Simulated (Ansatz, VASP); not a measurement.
**Two plane-wave programs on AlNi**

Contents of INCAR:

```
SYSTEM = AlNi
ALGO     = Fast           ! electronic algorithm
EDIFF    = 1E-6           ! SCF threshold, eV
ENCUT    = 520            ! plane-wave cutoff, eV
GGA      = PS             ! functional
ISIF     = 2              ! what is computed and relaxed
ISMEAR   = -5             ! smearing method
LASPH    = .TRUE.         ! aspherical terms in the spheres
LCHARG   = .FALSE.        ! write CHGCAR
LREAL    = .FALSE.        ! projectors in reciprocal space
LWAVE    = .FALSE.        ! write WAVECAR
NBANDS   = 14             ! bands
NELM     = 60             ! most SCF steps
PREC     = Accurate       ! precision mode
SIGMA    = 0.1            ! smearing width, eV
```

File KPOINTS:

```
k-points
0
G
  16 16 14
  0 0 0
```

The input POSCAR:

```
AlNi
1.0
    1.9386940000     -1.9531901500      0.0000000000
    1.9386940000      1.9531901500      0.0000000000
    0.0000000000      0.0000000000      3.0994300413
Al Ni
1 1
Direct
    0.0000000000      0.0000000000      0.0000000000
    0.5000000000      0.5000000000      0.5000000000
```

Input for Ansatz:

```yaml
crystal:
  lattice:
    - [1.938694, -1.95319015, 0.0]
    - [1.938694, 1.95319015, 0.0]
    - [0.0, 0.0, 3.0994300413]
  atoms:
    - { symbol: Al, position: [0.0, 0.0, 0.0] }
    - { symbol: Ni, position: [0.5, 0.5, 0.5] }
basis:
  ecutwfc: 420
kpoints:
  mp_grid: { grid: [16, 16, 14] }
hamiltonian:
  xc: pbesol
scf:
  occupations: { method: tetrahedron }
output:
  forces: true
  stress: true
  eigenvalues: true
```

Alike in both runs: task single point; functional PBEsol; k mesh 16 × 16 × 14; occupations tetrahedron; no spin polarisation.

```csv
,VASP,Ansatz
version,VASP 6.6.1,Ansatz 0.2.0
potentials or method,"VASP PAW PBE potentials, release 64 (Al, Ni), cutoff 520 eV","scalar-relativistic, plane waves, PAW"
valence electrons in the cell,13,21
```

VASP gave:

| Item | Value |
| --- | --- |
| gap on the k mesh at the Fermi level (eV) | none |
| pressure (GPa) | 0.7 |
| traceless stress, the component that is largest in VASP (GPa) | -4.47 |

**Question.** Estimate Ansatz's values.

**Answer.** gap on the k mesh at the Fermi level (eV): none; pressure (GPa): 0.3; traceless stress, the component that is largest in VASP (GPa): -4.33.

VASP's potentials were made for PBE, not for PBEsol. A gap of «none» marks a metal or a gap that the smearing closes. With one functional, cell and mesh, what is left measures potentials, basis and numerics. VASP's potentials hold 13 valence electrons a cell and Ansatz's 21, so a difference there can come from the potentials and not from the codes. Ansatz's warnings: band table not solved further, tetrahedron derivatives may miss energy slope.
